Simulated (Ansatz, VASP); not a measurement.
# One calculation of Al2BAs2, two programs

```xyz
5
Lattice="3.9423 0.0000 0.0000 0.0000 3.9423 0.0000 0.0000 0.0000 5.6341" Properties=species:S:1:pos:R:3 pbc="T T T"
Al    1.9712    0.0000    0.6413
Al    0.0000    1.9712    0.6413
B     1.9712    1.9712    1.4359
As    1.9712    0.0000    3.6938
As    0.0000    1.9712    3.6938
```

Alike in both runs: functional PBE; k mesh 6 × 6 × 4; occupations gaussian, width 0.1 eV; no spin polarisation.

Ansatz relaxed the structure, and its values are those at the end. VASP's run is a single point on that final structure, the one shown.

|  | VASP | Ansatz |
| --- | --- | --- |
| version | VASP 6.6.1 | Ansatz 0.2.0 |
| potentials or method | VASP PAW PBE potentials, release 64 (Al, B, As), cutoff 520 eV | scalar-relativistic, plane waves, PAW |
| valence electrons in the cell | 19 | 39 |

Ansatz gave:

- gap on the k mesh at the Fermi level (eV): none
- pressure (GPa): 0.2
- rms of the force components (eV/Å): 0.004

Q: What did VASP give for the same quantities?

A: gap on the k mesh at the Fermi level (eV): none; pressure (GPa): 0.3; rms of the force components (eV/Å): 0.008.

A gap of «none» marks a metal or a gap that the smearing closes. VASP's potentials hold 19 valence electrons a cell and Ansatz's 39, so a difference there can come from the potentials and not from the codes.
